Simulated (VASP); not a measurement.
A run of VASP 6.6.1 is set up as follows.

The input POSCAR:

```
Si
1.0
    2.6205428149      0.0000000000      0.0000000000
   -1.3102714075      2.2694566494      0.0000000000
    0.0000000000      0.0000000000      2.1888895211
Si
1
Direct
    0.0000000000      0.0000000000      0.0000000000
```

INCAR.step1

```
PREC = Accurate
ENCUT = 520
ISMEAR = 0
SIGMA = 0.15
LREAL = F
LASPH = T
NELM = 60
NBANDS = 8
GGA = PE
ALGO = Normal
EDIFF = 1E-4
LWAVE = T
LCHARG = F
```

INCAR.step2

```
PREC = Accurate
ENCUT = 520
EDIFF = 1E-7
ISMEAR = 0
SIGMA = 0.15
LREAL = F
LASPH = T
NELM = 60
ALGO = Normal
ISIF = 2
LWAVE = F
LCHARG = F
METAGGA = R2SCAN
LMIXTAU = T
NBANDS = 8
ISTART = 1
```

KPOINTS

```
Automatic mesh
0
Gamma
  24 24 20
```

Potentials or basis: VASP PAW PBE potentials, release 64 (Si).

Run with:

```console
$ cat potpaw_PBE.64/Si/POTCAR > POTCAR
$ cp INCAR.step1 INCAR
$ mpirun -np 1 vasp_std > vasp.out
$ cp INCAR.step2 INCAR
$ mpirun -np 1 vasp_std > vasp.out
```

Task: What does it give for the pressure?

Result: 27.9 GPa.

Task: Predict the band gap on the k mesh.

Result: Zero (bands 2 and 3 overlap by 14.56 eV).

Stress tensor (GPa, compression positive):
```
 7.95  0.00  0.00
 0.00  7.95  0.00
 0.00  0.00 67.75
```

Caveat: the cell differs from its parent crystal (strain -0.1125 x Voigt [0, 0, 1, 0, 0, 0]); the cell stands under pressure; the PAW data sets were made with another functional, which shifts forces and pressure a little.
